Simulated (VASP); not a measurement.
Wanted: the native input for a VASP 6.6.1 run.

```yaml
Task: relaxation of cell and atoms
Functional: PBEsol
Potentials_or_basis: VASP PAW PBE potentials, release 64 (Ta_pv, Bi_d)
Cutoff: 600 eV
k_mesh: 4 × 4 × 3
Occupations: fermi-dirac, width 0.0109 eV
Spin: no spin polarisation
Dipole_correction: no
Further_INCAR_settings: ALGO = Normal; EDIFF = 1e-06; IBRION = 2; EDIFFG = -0.01; NSW = 60; ISIF = 3
```

The structure of Ta2Bi lies in POSCAR:

```
Ta2Bi
1.0
    5.0285870000      0.0000000000      0.0000000000
   -2.5142930000      4.3548880000      0.0000000000
    0.0000000000      0.0000000000      6.0056530000
Ta Bi
4 2
Direct
    0.0000000000      0.0000000000      0.0000000000
    0.0000000000      0.0000000000      0.5000000000
    0.3333000000      0.6667000000      0.7500000000
    0.6666000000      0.3333000000      0.2500000000
    0.3333000000      0.6667000000      0.2500000000
    0.6666000000      0.3333000000      0.7500000000
```

The input as run:

INCAR

```
PREC = Accurate
ENCUT = 600
EDIFF = 1E-6
ISMEAR = -1
SIGMA = 0.0109
LREAL = False
LASPH = True
NELM = 80
ALGO = Normal
ISIF = 3
LWAVE = False
LCHARG = False
GGA = PS
IBRION = 2
NSW = 60
EDIFFG = -0.01
```

KPOINTS

```
regular mesh
0
Gamma
  4 4 3
```

Potentials or basis: VASP PAW PBE potentials, release 64 (Ta_pv, Bi_d).

The run is started by

```sh
$ cat potpaw_PBE.64/Ta_pv/POTCAR potpaw_PBE.64/Bi_d/POTCAR > POTCAR
$ mpirun -np 1 vasp_std > vasp.out
```

Results of the run:

```
Relaxed volume                        : 19.79 Å³/atom
Relaxed cell                          : a = 4.906 Å, b = 4.906 Å, c = 5.697 Å, α = 90.00°, β = 90.00°, γ = 120.00°
Space group after relaxing (to 0.1 Å) : P6_3/mmc (No. 194)
Energy gained by relaxing             : 103.3 meV/atom
Ionic steps                           : 10
Pressure after relaxing               : 0.0 GPa
Band gap on the k mesh                : zero (bands 37 and 38 overlap by 1.15 eV)
```

Caveat: the k points lie up to 0.37 Å⁻¹ apart in the final cell, too coarse for converged energies and pressures of a metal; the PAW data sets were made with another functional, which shifts forces and pressure a little; spin-orbit coupling is left out, which moves the levels of the heavy elements.

Run time: 8 min on 1 thread of AMD EPYC 7R13 Processor (Zen 3) (shared host), peak memory 0.3 GiB.
